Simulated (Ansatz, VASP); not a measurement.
## One calculation of KBaI3, two programs

INCAR

```
SYSTEM = KBaI3
ALGO = Normal
EDIFF = 1E-6
ENCUT = 520
GGA = PE
ISIF = 2
ISMEAR = 0
LASPH = .TRUE.
LCHARG = .FALSE.
LREAL = .FALSE.
LWAVE = .FALSE.
NBANDS = 28
NELM = 60
PREC = Accurate
SIGMA = 0.01
```

Contents of KPOINTS:

```
k-points
0
G
  4 4 4
  0 0 0
```

File POSCAR:

```
KBaI3
1.0
    6.7191904058      0.0000000000      0.0000000000
    0.0000000000      6.7191904058      0.0000000000
    0.0000000000      0.0000000000      6.7191904058
K Ba I
1 1 3
Direct
    0.0000000000      0.0000000000      0.0000000000
    0.5000000000      0.5000000000      0.5000000000
    0.5000000000      0.5000000000      0.0000000000
    0.5000000000      0.0000000000      0.5000000000
    0.0000000000      0.5000000000      0.5000000000
```

Input for Ansatz:

```yaml
crystal:
  lattice:
    - [6.7191904058, 0.0, 0.0]
    - [0.0, 6.7191904058, 0.0]
    - [0.0, 0.0, 6.7191904058]
  atoms:
    - { symbol: K, position: [0.0, 0.0, 0.0] }
    - { symbol: Ba, position: [0.5, 0.5, 0.5] }
    - { symbol: I, position: [0.5, 0.5, 0.0] }
    - { symbol: I, position: [0.5, 0.0, 0.5] }
    - { symbol: I, position: [0.0, 0.5, 0.5] }
kpoints:
  mp_grid: { grid: [4, 4, 4] }
  band_path:
    path: [[0.0, 0.0, 0.0], [0.0, 0.5, 0.0], [0.5, 0.5, 0.0], [0.5, 0.5, 0.5]]
    npoints: 1
hamiltonian:
  xc: pbe
scf:
  occupations: { method: fixed }
  n_extra_bands: 5
output:
  forces: true
  stress: true
  eigenvalues: true
```

Alike in both runs: task single point; functional PBE; k mesh 4 × 4 × 4; no spin polarisation.

|  | VASP | Ansatz |
| --- | --- | --- |
| version | VASP 6.6.1 | Ansatz 0.2.0 |
| potentials or method | VASP PAW PBE potentials, release 64 (K_sv, Ba_sv, I) | plane waves, PAW |
| plane-wave cutoff (eV) | 520 | 420 |
| occupations | gaussian, width 0.01 eV | fixed |
| valence electrons in the cell | 40 | 70 |

```csv
,VASP,Ansatz,Ansatz less VASP
gap on the k mesh at the Fermi level (eV),3.09,3.10,+0.003
pressure (GPa),0.2,0.1,-0.15
```

VASP's potentials hold 40 valence electrons a cell and Ansatz's 70, so a difference there can come from the potentials and not from the codes.

Neither program's run includes spin-orbit coupling.
